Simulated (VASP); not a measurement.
Here is a VASP 6.6.1 calculation.

Contents of INCAR:

```
SYSTEM = SiW12
PREC = Accurate ; ENCUT = 520
EDIFF = 1E-6 ; ISMEAR = 0
SIGMA = 0.1 ; LREAL = .FALSE.
LASPH = .TRUE. ; NELM = 60
ALGO = Normal ; ISIF = 2
LWAVE = .FALSE. ; LCHARG = .TRUE.
LDIPOL = .TRUE. ; IDIPOL = 3
DIPOL = 0.5 0.5 0.304 ; GGA = PE
IVDW = 12 ; LELF = .TRUE.
LVHAR = .TRUE. ; LVACPOTAV = .TRUE.
NBANDS = 98
```

File KPOINTS:

```
regular mesh
0
G
  5 5 1
  0 0 0
```

Contents of POSCAR:

```
SiW12
1.0
    5.6644156868      0.0000000000      0.0000000000
    0.0000000000      5.6644156868      0.0000000000
    0.0000000000      0.0000000000     21.1500668291
W Si
12 1
Direct
    0.2500000000      0.2500000000      0.1891246979
    0.2500000000      0.7500000000      0.1891246979
    0.7500000000      0.2500000000      0.1891246979
    0.7500000000      0.7500000000      0.1891246979
    0.0000000000      0.0000000000      0.2848852803
    0.0000000000      0.5000000000      0.2848852803
    0.5000000000      0.0000000000      0.2848852803
    0.5000000000      0.5000000000      0.2848852803
    0.2500000000      0.2500000000      0.3806166143
    0.2500000000      0.7500000000      0.3806166143
    0.7500000000      0.2500000000      0.3806166143
    0.7500000000      0.7500000000      0.3806166143
    0.2500000000      0.4166666667      0.5271882552
```

Potentials or basis: VASP PAW PBE potentials, release 64 (W_sv, Si).

Command:

```sh
$ cat potpaw_PBE.64/W_sv/POTCAR potpaw_PBE.64/Si/POTCAR > POTCAR
$ mpirun -np 1 vasp_std > vasp.out
```

**Question.** What does it give for the dispersion energy per atom?

**Answer.** -0.395 eV.

**Question.** Predict the band gap on the k mesh.

**Answer.** Zero (bands 86 and 87 overlap by 0.31 eV).

Forces on the atoms (eV/Å):
```
W    0.000 -0.069  0.222
W    0.000  0.082  0.103
W    0.000 -0.002  0.031
W    0.000  0.024  0.059
W   -0.142 -0.082 -0.348
W   -0.112  0.080 -0.134
W    0.142 -0.082 -0.348
W    0.112  0.080 -0.134
W    0.000  0.182  1.867
W    0.000 -0.101  0.888
W    0.000  0.046  0.439
W    0.000 -0.059  0.231
Si   0.000 -0.098 -2.876
```

Caveat: spin-orbit coupling is left out, which moves the levels of the heavy elements.
